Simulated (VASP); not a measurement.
Sr4AgRu: single point with PBE

Crystal: Sr4AgRu.

```
CELL_PARAMETERS angstrom
5.47460 0.00000 0.00000
-2.73730 4.74114 0.00000
0.00000 0.00000 6.95310
ATOMIC_POSITIONS crystal
Sr 0.33333 0.66667 0.76228
Sr 0.33333 0.66667 0.23772
Sr 0.66667 0.33333 0.23772
Sr 0.66667 0.33333 0.76228
Ag 0.00000 0.00000 0.50000
Ru 0.00000 0.00000 0.00000
```

The cell was built from a structure type or drawn by symmetry, and may not be a known phase.

```
Program                : VASP 6.6.1
Task                   : single point
Functional             : PBE
Potentials or basis    : VASP PAW PBE potentials, release 64 (Sr_sv, Ag, Ru_pv)
Cutoff                 : 520 eV
k mesh                 : 12 × 12 × 6
Occupations            : gaussian, width 0.1 eV
Spin                   : no spin polarisation
Dipole correction      : no
Further INCAR settings : ALGO = Fast; EDIFF = 1e-06; NBANDS = 42
```

```json
{
  "Pressure": "0.1 GPa",
  "Largest force": "0.007 eV/Å",
  "Band gap on the k mesh": "zero (an odd number of electrons rules out a gap without spin polarisation)"
}
```

Forces on the atoms (eV/Å):
```
Sr   0.000  0.000 -0.007
Sr   0.000  0.000  0.007
Sr   0.000  0.000  0.007
Sr   0.000  0.000 -0.007
Ag   0.000  0.000  0.000
Ru   0.000  0.000  0.000
```

Levels at points of the mesh, in eV from the Fermi level:
| k point | band 29 | band 30 | band 31 | band 32 | band 33 | band 34 | band 35 | band 36 |
| --- | --- | --- | --- | --- | --- | --- | --- | --- |
| (0.00, 0.00, 0.00) | -1.11 | -0.67 | -0.67 | 0.09 | 0.49 | 0.49 | 1.33 | 1.33 |
| (0.50, 0.00, 0.00) | -0.78 | -0.62 | -0.61 | -0.60 | 0.25 | 0.26 | 0.44 | 0.92 |
| (0.00, 0.00, 0.50) | -0.88 | -0.88 | -0.88 | 1.19 | 1.19 | 1.24 | 1.49 | 1.49 |
| (0.50, 0.00, 0.50) | -0.76 | -0.72 | -0.68 | -0.61 | -0.23 | 0.26 | 0.30 | 0.86 |

It took 19 min on 1 thread of Intel(R) Xeon(R) Platinum 8259CL CPU @ 2.50GHz (Skylake/Cascade Lake) (shared host), peak memory 0.67 GiB.
